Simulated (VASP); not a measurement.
Set up this calculation in VASP 6.6.1, as the native input.

| Item | Value |
| --- | --- |
| Task | single point |
| Functional | PBE |
| Potentials or basis | VASP PAW PBE potentials, release 64 (Bi_d, Se) |
| Cutoff | 520 eV |
| k mesh | 6 × 6 × 6 |
| Occupations | fermi-dirac, width 0.05 eV |
| Spin | no spin polarisation |
| Dipole correction | no |
| Further INCAR settings | ALGO = Normal; EDIFF = 1e-07; NBANDS = 32 |

The structure of Bi2Se3 lies in POSCAR:

```
Bi2Se3
1.0
    2.0715000000      1.1959810826      9.5453333333
   -2.0715000000      1.1959810826      9.5453333333
    0.0000000000     -2.3919621653      9.5453333333
Bi Se
2 3
Direct
    0.5992000000      0.5992000000      0.5992000000
    0.4008000000      0.4008000000      0.4008000000
    0.7883000000      0.7883000000      0.7883000000
    0.2117000000      0.2117000000      0.2117000000
    0.0000000000      0.0000000000      0.0000000000
```

These files were run (other wordings do the same):

INCAR

```
SYSTEM = Bi2Se3
ALGO = Normal ; EDIFF = 1E-7
ENCUT = 520 ; GGA = PE
ISIF = 2 ; ISMEAR = -1
LASPH = .True. ; LCHARG = .True.
LELF = .True. ; LREAL = .False.
LVHAR = .True. ; LWAVE = .False.
NBANDS = 32 ; NELM = 60
PREC = Accurate ; SIGMA = 0.05
```

KPOINTS

```
k-points
0
Gamma
  6 6 6
  0 0 0
```

Potentials or basis: VASP PAW PBE potentials, release 64 (Bi_d, Se).

The run is started by

```console
$ cat potpaw_PBE.64/Bi_d/POTCAR potpaw_PBE.64/Se/POTCAR > POTCAR
$ mpirun -np 1 vasp_std > vasp.out
```

It gave:

| Quantity | Value |
| --- | --- |
| Pressure | 2.5 GPa |
| Largest force | 0.192 eV/Å |
| Band gap on the k mesh | 0.22 eV |

Caveat: spin-orbit coupling is left out, which moves the levels of the heavy elements.

It took 6.9 min on 1 thread of Intel(R) Xeon(R) 6975P-C (Granite Rapids), with other jobs on the host, peak memory 0.95 GiB.
